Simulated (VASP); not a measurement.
A run of VASP 6.6.1 is set up as follows.

Contents of INCAR:

```
ALGO = Normal
EDIFF = 1E-6
EDIFFG = -0.01
ENCUT = 600
GGA = PE
IBRION = 2
ISIF = 3
ISMEAR = -1
LASPH = T
LCHARG = F
LREAL = F
LWAVE = F
NELM = 100
NSW = 80
PREC = Accurate
SIGMA = 0.05
```

File KPOINTS:

```
k-points
0
Gamma
  8 8 8
```

File POSCAR:

```
MgS
1.0
    0.0000000000      2.8331200468      2.8331200468
    2.8331200468      0.0000000000      2.8331200468
    2.8331200468      2.8331200468      0.0000000000
S Mg
1 1
Direct
    0.2500000000      0.2500000000      0.2500000000
    0.0000000000      0.0000000000      0.0000000000
```

Potentials or basis: VASP PAW PBE potentials, release 64 (S, Mg).

Run with:

```sh
$ cat potpaw_PBE.64/S/POTCAR potpaw_PBE.64/Mg/POTCAR > POTCAR
$ mpirun -np 1 vasp_std > vasp.out
```

Question: Predict the relaxed cell.

Answer: a = 4.025 Å, b = 4.025 Å, c = 4.025 Å, α = 60.00°, β = 60.00°, γ = 60.00°.

Question: What does it give for the space group after relaxing (to 0.05 Å)?

Answer: F-43m (No. 216).

Question: Estimate the band gap on the k mesh.

Answer: 3.38 eV, direct.

The path:
```
step  energy change (eV)  largest force (eV/Å)  pressure (GPa)  volume (Å³)
   1              0.0000                0.0000            0.81        45.48
   2             -0.0016                0.0000           -0.14        46.24
   3             -0.0016                0.0000            0.00        46.12
```

Expect the measured gap to be larger: semilocal functionals such as PBE lack the derivative discontinuity.
